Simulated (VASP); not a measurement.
# Tl2Zn (P4/nmm) in VASP: single point with PBE

Aim: the single point of Tl2Zn with PBE.

Program: VASP 6.6.1. These are calculated values, not measurements. Logs are shortened: lines on timing, memory, paths and dates and some standing lists are left out, and cuts for length are marked.

### 1 The cell of the first run

It takes space group P4/nmm (No. 129, tetragonal). Conventional cell: a = 4.582 Å, b = 4.582 Å, c = 7.878 Å, α = 90.00°, β = 90.00°, γ = 90.00°. Zn (site symmetry 4mm) has 9 Tl at 2.92 to 3.32 Å within 3.8 Å. Tl (site symmetry -4m2) has 4 Zn at 3.12 Å and 8 Tl at 3.24 to 3.65 Å within 4.1 Å. Within 4.0 Å of Tl (site symmetry 4mm) lie 5 Zn at 2.92 to 3.32 Å and 8 Tl at 3.65 to 3.91 Å.

### 2 Single point, PBE

INCAR reads:

```
PREC = Accurate ; ENCUT = 520
EDIFF = 1E-6 ; ISMEAR = 0
SIGMA = 0.1 ; LREAL = F
LASPH = T ; NELM = 80
ALGO = Fast ; ISIF = 2
LWAVE = F ; LCHARG = F
GGA = PE ; NBANDS = 47
```

KPOINTS reads:

```
Automatic mesh
0
Gamma
  8 8 6
```

POSCAR reads:

```
Tl2Zn
1.0
    4.5815489380      0.0000000000      0.0000000000
    0.0000000000      4.5815489380      0.0000000000
    0.0000000000      0.0000000000      7.8780996223
Zn Tl
2 4
Direct
    0.0000000000      0.5000000000      0.7311546397
    0.5000000000      0.0000000000      0.2688453603
    0.0000000000      0.0000000000      0.0000000000
    0.5000000000      0.5000000000      0.0000000000
    0.0000000000      0.5000000000      0.3610369003
    0.5000000000      0.0000000000      0.6389630997
```

Potentials or basis: VASP PAW PBE potentials, release 64 (Zn, Tl_d).

Started as:

```console
$ cat potpaw_PBE.64/Zn/POTCAR potpaw_PBE.64/Tl_d/POTCAR > POTCAR
$ mpirun -np 1 vasp_std > vasp.out
```

OUTCAR:

```text
PREC = Accurate
   ENCUT = 520
   EDIFF = 1E-6
   ISMEAR = 0
   LREAL = F
   LASPH = T
   NELM = 80
   ISIF = 2
   GGA = PE

 ion  position               nearest neighbor table
   1  0.000  0.500  0.731-   5 2.92   4 3.12   3 3.12   3 3.12   4 3.12   6 3.32   6 3.32   6 3.32
                             6 3.32
   2  0.500  0.000  0.269-   6 2.92   4 3.12   3 3.12   4 3.12   3 3.12   5 3.32   5 3.32   5 3.32
                             5 3.32
   3  0.000  0.000  0.000-   1 3.12   2 3.12   1 3.12   2 3.12   4 3.24   4 3.24   4 3.24   4 3.24
                             5 3.65   6 3.65   6 3.65   5 3.65
   4  0.500  0.500  0.000-   1 3.12   2 3.12   2 3.12   1 3.12   3 3.24   3 3.24   3 3.24   3 3.24
                             5 3.65   6 3.65   5 3.65   6 3.65
   5  0.000  0.500  0.361-   1 2.92   2 3.32   2 3.32   2 3.32   2 3.32   3 3.65   4 3.65   4 3.65
                             3 3.65   6 3.91   6 3.91   6 3.91   6 3.91
   6  0.500  0.000  0.639-   2 2.92   1 3.32   1 3.32   1 3.32   1 3.32   4 3.65   4 3.65   3 3.65
                             3 3.65   5 3.91   5 3.91   5 3.91   5 3.91

  LATTYP: Found a simple tetragonal cell.
 ALAT       =     4.5815489380
 C/A-ratio  =     1.7195275504

  Lattice vectors:

 A1 = (   4.5815489380,   0.0000000000,   0.0000000000)
 A2 = (   0.0000000000,   4.5815489380,   0.0000000000)
 A3 = (   0.0000000000,   0.0000000000,   7.8780996223)

Analysis of symmetry for initial positions (statically):
=====================================================================
 Subroutine PRICEL returns:
 Original cell was already a primitive cell.

 Routine SETGRP: Setting up the symmetry group for a
 simple tetragonal supercell.

 Subroutine GETGRP returns: Found 16 space group operations
 (whereof  8 operations were pure point group operations)
 out of a pool of 16 trial point group operations.

The static configuration has the point symmetry D_2d.
 The point group associated with its full space group is D_4h.

Analysis of symmetry for dynamics (positions and initial velocities):
=====================================================================
 Subroutine PRICEL returns:
 Original cell was already a primitive cell.

 Routine SETGRP: Setting up the symmetry group for a
 simple tetragonal supercell.

 Subroutine GETGRP returns: Found 16 space group operations
 (whereof  8 operations were pure point group operations)
 out of a pool of 16 trial point group operations.

The dynamic configuration has the point symmetry D_2d.
 The point group associated with its full space group is D_4h.

 Subroutine INISYM returns: Found 16 space group operations
 (whereof  8 operations are pure point group operations),
 and found     1 'primitive' translations

----------------------------------------------------------------------------------------

                                     Primitive cell

  volume of cell :     165.3660

  direct lattice vectors                    reciprocal lattice vectors
     4.581548938  0.000000000  0.000000000     0.218266794  0.000000000  0.000000000
     0.000000000  4.581548938  0.000000000     0.000000000  0.218266794  0.000000000
     0.000000000  0.000000000  7.878099622     0.000000000  0.000000000  0.126934165

  length of vectors
     4.581548938  4.581548938  7.878099622     0.218266794  0.218266794  0.126934165

  position of ions in fractional coordinates (direct lattice)
     0.000000000  0.500000000  0.731154640
     0.500000000  0.000000000  0.268845360
     0.000000000  0.000000000  0.000000000
     0.500000000  0.500000000  0.000000000
     0.000000000  0.500000000  0.361036900
     0.500000000  0.000000000  0.638963100

  ion indices of the primitive-cell ions
   primitive index   ion index
                 1           1
                 2           2
                 3           3
                 4           4
                 5           5
                 6           6

----------------------------------------------------------------------------------------

 KPOINTS: Automatic mesh

Automatic generation of k-mesh.
 Grid dimensions read from file:
 generate k-points for:    8    8    6

 Generating k-lattice:

  Cartesian coordinates                     Fractional coordinates (reciprocal lattice)
     0.027283349  0.000000000  0.000000000     0.125000000  0.000000000  0.000000000
     0.000000000  0.027283349  0.000000000     0.000000000  0.125000000  0.000000000
     0.000000000  0.000000000  0.021155694     0.000000000  0.000000000  0.166666667

  Length of vectors
     0.027283349  0.027283349  0.021155694

  Shift w.r.t. Gamma in fractional coordinates (k-lattice)
     0.000000000  0.000000000  0.000000000

 Subroutine IBZKPT returns following result:
 ===========================================

 Found     60 irreducible k-points:

 Following reciprocal coordinates:
            Coordinates               Weight
  0.000000  0.000000  0.000000      1.000000
  0.125000  0.000000  0.000000      4.000000
  0.250000  0.000000  0.000000      4.000000
  0.375000  0.000000  0.000000      4.000000
  0.500000  0.000000  0.000000      2.000000
  0.125000  0.125000  0.000000      4.000000
[... 16 lines left out ...]
  0.375000  0.125000  0.166667     16.000000
  0.500000  0.125000  0.166667      8.000000
 [... further k-points ...]
   k-points           NKPTS =     60   k-points in BZ     NKDIM =     60   number of bands    NBANDS=     47
   number of dos      NEDOS =    301   number of ions     NIONS =      6
   total plane-waves  NPLWV =  77760
   dimension x,y,z NGX =    36 NGY =   36 NGZ =   60
   dimension x,y,z NGXF=    72 NGYF=   72 NGZF=  120
   ions per type =               2   4
   NGX,Y,Z   is equivalent  to a cutoff of  13.06, 13.06, 12.66 a.u.
   NGXF,Y,Z  is equivalent  to a cutoff of  26.13, 26.13, 25.32 a.u.
 SYSTEM =  unknown system
   PREC   = accura    normal or accurate (medium, high low for compatibility)
   ISTART =      0    job   : 0-new  1-cont  2-samecut
   ICHARG =      2    charge: 1-file 2-atom 10-const
   ISPIN  =      1    spin polarized calculation?
   LNONCOLLINEAR =      F non collinear calculations
   LSORBIT =      F    spin-orbit coupling
   LASPH  =      T    aspherical Exc in radial PAW
   ENCUT  =  520.0 eV  38.22 Ry    6.18 a.u.   8.52  8.52 14.65*2*pi/ulx,y,z
   NELM   =     80;   NELMIN=  2; NELMDL= -5     # of ELM steps
   EDIFF  = 0.1E-05   stopping-criterion for ELM
   LREAL  =      F    real-space projection
   EDIFFG = 0.1E-04   stopping-criterion for IOM
   NSW    =      0    number of steps for IOM
   IBRION =     -1    ionic relax: 0-MD 1-quasi-New 2-CG
   NFREE  =      0    steps in history (QN), initial steepest desc. (CG)
   ISIF   =      2    stress and relaxation
   ISYM   =      2    0-nonsym 1-usesym 2-fastsym
   POTIM  = 0.5000    time-step for ionic-motion
   TEBEG  =    0.0;   TEEND  =   0.0 temperature during run
   PSTRESS=    0.0 pullay stress
   NELECT =      76.0000    total number of electrons
   NUPDOWN=      -1.0000    fix difference up-down
   EMIN   =  10.00;   EMAX   =-10.00  energy-range for DOS
   EFERMI =   0.00;   METHOD = LEGACY
   ISMEAR =     0;   SIGMA  =   0.10  broadening in eV -4-tet -1-fermi 0-gaus
   EFERMI_NEDOS =   21; number of points for ismear=-14 and -15
   IALGO  =     68    algorithm
   IMIX   =      4    mixing-type and parameters
     AMIX     =   0.40;   BMIX     =  1.00
     AMIX_MAG =   1.60;   BMIX_MAG =  1.00
  volume/ion in A,a.u.               =      27.56       185.99
  Fermi-wavevector in a.u.,A,eV,Ry     =   1.263370  2.387424 21.716319  1.596104
  Thomas-Fermi vector in A             =   2.396731
   LORBIT       =      0    0 simple, 1 ext, 2 COOP (PROOUT), +10 PAW based schemes
   GGA     = PE    functional components
   LHFCALC =     F    Hartree Fock is set to
   AEXX    =    0.0000 exact exchange contribution
   IVDW    =     0    specifies the selected vdW correction
   LEPSILON=     F    determine dielectric tensor
   LRPA    =     F    only Hartree local field effects (RPA)
 non-spin polarized calculation
 RMM-DIIS sequential band-by-band and
 Gauss-broadening in eV      SIGMA  =   0.10
  energy-cutoff  :      520.00
  volume of cell :      165.37
 maximum number of plane-waves:      4493
 NGX is ok and might be reduce to    36
   NGX = 17   NGY = 17   NGZ = 29

 number of electron      76.0000008 magnetization

 Free energy of the ion-electron system (eV)
  ---------------------------------------------------
  ext. energy  EPLUGINS =         0.00000000
  ---------------------------------------------------
  free energy    TOTEN  =       -10.19416565 eV

  energy without entropy =      -10.17484580  energy(sigma->0) =      -10.18450573

 E-fermi :   4.6003     XC(G=0):  -9.8076

 val. band max:        4.5953407086   @ k =   0.5000   0.2500   0.1667
 cond. band min:       4.6034584144   @ k =   0.2500   0.2500   0.0000
 fundamental gap:      0.0081177057
 Fermi energy:         4.6003223205

 k-point     1 :       0.0000    0.0000    0.0000
  band No.  band energies     occupation
      1      -7.3833      2.00000
      2      -7.2282      2.00000
      3      -7.0994      2.00000
      4      -7.0158      2.00000
      5      -7.0158      2.00000
      6      -6.8302      2.00000
[... 39 lines left out ...]
     46       8.0758      0.00000
     47      10.0711      0.00000

 k-point     2 :       0.1250    0.0000    0.0000
  band No.  band energies     occupation
      1      -7.3475      2.00000
      2      -7.1985      2.00000
      3      -7.0730      2.00000
      4      -7.0073      2.00000
      5      -7.0063      2.00000
      6      -6.8232      2.00000
[... 39 lines left out ...]
     46       9.0784      0.00000
     47       9.7683      0.00000

 k-point     3 :       0.2500    0.0000    0.0000
  band No.  band energies     occupation
      1      -7.2432      2.00000
      2      -7.1152      2.00000
      3      -7.0076      2.00000
      4      -6.9798      2.00000
      5      -6.9775      2.00000
      6      -6.8205      2.00000
[... 39 lines left out ...]
     46       8.8088      0.00000
     47       9.5042      0.00000

 k-point     4 :       0.3750    0.0000    0.0000
  band No.  band energies     occupation
      1      -7.0793      2.00000
      2      -6.9965      2.00000
      3      -6.9482      2.00000
      4      -6.9416      2.00000
      5      -6.9071      2.00000
      6      -6.8574      2.00000
[... 939 lines left out ...]
     46       9.2861      0.00000
     47       9.6270      0.00000

 k-point    23 :       0.3750    0.1250    0.1667
  band No.  band energies     occupation
      1      -7.1260      2.00000
      2      -7.0069      2.00000
      3      -6.9748      2.00000
      4      -6.8992      2.00000
      5      -6.8810      2.00000
      6      -6.8591      2.00000
[... 39 lines left out ...]
     46       9.0745      0.00000
     47       9.7992      0.00000

 k-point    24 :       0.5000    0.1250    0.1667
  band No.  band energies     occupation
      1      -6.9725      2.00000
      2      -6.9725      2.00000
      3      -6.9563      2.00000
      4      -6.9563      2.00000
      5      -6.8561      2.00000
      6      -6.8561      2.00000
[... 39 lines left out ...]
     46       8.5913      0.00000
     47      10.1225      0.00000

 [... further k-points ...]

------------------------ aborting loop because EDIFF is reached ----------------------------------------

  FORCE on cell =-STRESS in cart. coord.  units (eV):
  Direction    XX          YY          ZZ          XY          YZ          ZX
  --------------------------------------------------------------------------------------
  -------------------------------------------------------------------------------------
  Total       -0.0103715     -0.0103715      0.0239383      0.0000000      0.0000000      0.0000000
  in kB       -0.1004858     -0.1004858      0.2319300      0.0000000      0.0000000      0.0000000
  external PRESSURE =       0.0103195 kB  Pullay stress =       0.0000000 kB

 VOLUME and BASIS-vectors are now :
 -----------------------------------------------------------------------------
  energy-cutoff  :      520.00
  volume of cell :      165.37
      direct lattice vectors                 reciprocal lattice vectors
     4.581548938  0.000000000  0.000000000     0.218266794  0.000000000  0.000000000
     0.000000000  4.581548938  0.000000000     0.000000000  0.218266794  0.000000000
     0.000000000  0.000000000  7.878099622     0.000000000  0.000000000  0.126934165

 POSITION                                       TOTAL-FORCE (eV/Angst)
 -----------------------------------------------------------------------------------
      0.00000      2.29077      5.76011        -0.000000      0.000000     -0.002624
      2.29077      0.00000      2.11799        -0.000000      0.000000      0.002624
      0.00000      0.00000      0.00000        -0.000000      0.000000     -0.000000
      2.29077      2.29077      0.00000        -0.000000     -0.000000     -0.000000
      0.00000      2.29077      2.84428         0.000000      0.000000     -0.001016
      2.29077      0.00000      5.03381        -0.000000      0.000000      0.001016
 -----------------------------------------------------------------------------------
    total drift:                                0.000000      0.000000      0.000000

  FREE ENERGIE OF THE ION-ELECTRON SYSTEM (eV)
  ---------------------------------------------------
  free  energy   TOTEN  =       -10.1941656526 eV

  energy  without entropy=      -10.1748457993  energy(sigma->0) =      -10.18450573
```

Wall time 4.6 min (1 thread of AMD EPYC 7R13 (Zen 3), shared host); peak memory 0.48 GiB.

What came out:

```
Free energy            : -10.1942 eV
Pressure               : 0.0 GPa
Band gap on the k mesh : zero (bands 38 and 39 overlap by 2.47 eV)
```

Forces in eV/Å, atoms in the order of the input:
```
Zn   0.000  0.000 -0.003
Zn   0.000  0.000  0.003
Tl   0.000  0.000  0.000
Tl   0.000  0.000  0.000
Tl   0.000  0.000 -0.001
Tl   0.000  0.000  0.001
```

Levels at points of the mesh, in eV from the Fermi level:
```csv
k point,band 36,band 37,band 38,band 39,band 40,band 41
"(0.00, 0.00, 0.00)",-0.88,-0.88,0.28,2.06,2.17,2.17
"(0.50, 0.00, 0.00)",-3.51,1.27,1.27,1.57,1.57,2.81
"(0.50, 0.50, 0.00)",-3.10,-1.43,-1.43,-1.10,-1.10,-0.87
"(0.00, 0.00, 0.50)",-1.39,-0.45,-0.45,0.25,0.59,0.59
"(0.50, 0.00, 0.50)",-1.99,-0.11,-0.11,1.98,1.98,2.18
"(0.50, 0.50, 0.50)",-3.91,-2.35,-2.35,0.62,0.62,1.64
```

Caveat: spin-orbit coupling is left out, which moves the levels of the heavy elements.
